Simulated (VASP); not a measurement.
Input of a VASP 6.6.1 run:

Contents of INCAR:

```
SYSTEM = H6C2O
PREC = Accurate
ENCUT = 520
EDIFF = 1E-6
ISMEAR = -1
SIGMA = 0.02
LREAL = Auto
LASPH = .TRUE.
NELM = 60
ALGO = Normal
ISIF = 2
LWAVE = .FALSE.
LCHARG = .TRUE.
GGA = PS
LELF = .TRUE.
LVHAR = .TRUE.
NBANDS = 64
```

KPOINTS

```
regular mesh
0
G
  1 1 1
  0 0 0
```

POSCAR

```
H6C2O
1.0
    6.7708090000      0.0000000000      0.0000000000
    0.0000000000      6.7708090000      0.0000000000
    0.0000000000      0.0000000000      6.7708090000
C O H
8 4 24
Direct
    0.4151793382      0.5470099659      0.8285125160
    0.5155661606      0.7252752219      0.7376075739
    0.6560958964      0.2790508490      0.3475655568
    0.4758072484      0.1327167847      0.3312011903
    0.1183315022      0.1114490159      0.7551387139
   -0.0482955582      0.2038161171      0.8639440280
    0.0826784510      0.7939671611      0.2153066199
    0.0200714567      0.6089523423      0.3384824472
    0.6861513890      0.7850169751      0.8436362627
    0.5373065464      0.0145772832      0.1515476216
   -0.1394958859      0.3724665694      0.7647535176
    0.0482069425      0.6397019913      0.5390197833
    0.6505278764      0.8497359769      0.9610373000
    0.5607453998      0.6972431212      0.5835048663
    0.4127571757      0.8660264970      0.7311238583
    0.2773523814      0.5227292632      0.7575461071
    0.4848608194      0.4069823857      0.7861689792
    0.4021675992      0.5440413398      0.9936774173
    0.4136137942     -0.0469810919      0.1073726936
    0.4628250479      0.0238819320      0.4420594348
    0.3446264693      0.2161189305      0.3264454809
    0.6297770326      0.4124027129      0.4463720657
    0.7876163690      0.1951613168      0.4090943933
    0.7093687032      0.3279224093      0.2006554904
   -0.2213767956      0.4571979508      0.8670455776
   -0.1763600184      0.1092483926      0.8887711941
    0.0062474071      0.2449633419      1.0173525793
    0.2268118921      0.0536420389      0.8610344790
    0.0436580031     -0.0168222143      0.6907594056
    0.2005668747      0.1746615508      0.6330558136
   -0.0348259713      0.5556943048      0.6224366985
   -0.1478553006      0.5916427417      0.3268737901
    0.0874932375      0.4841666631      0.2591566237
    0.0450020079      0.7871880598      0.0587669804
   -0.0195988397      0.9100094243      0.2680772711
    0.2361017716      0.8152496991      0.2304008280
```

Potentials or basis: VASP PAW PBE potentials, release 64 (C, O, H).

Command:

```bash
$ cat potpaw_PBE.64/C/POTCAR potpaw_PBE.64/O/POTCAR potpaw_PBE.64/H/POTCAR > POTCAR
$ mpirun -np 1 vasp_gam > vasp.out
```

Task: What does it give for the pressure?

Result: 0.2 GPa.

Task: What does it give for the largest force?

Result: 4.689 eV/Å.

Task: Estimate the band gap on the k mesh.

Result: 4.55 eV.

Stress tensor (GPa, compression positive):
```
 0.74  0.73  2.00
 0.73 -0.13  0.19
 2.00  0.19 -0.02
```

Caveat: the k points lie up to 0.93 Å⁻¹ apart; the PAW data sets were made with another functional, which shifts forces and pressure a little.
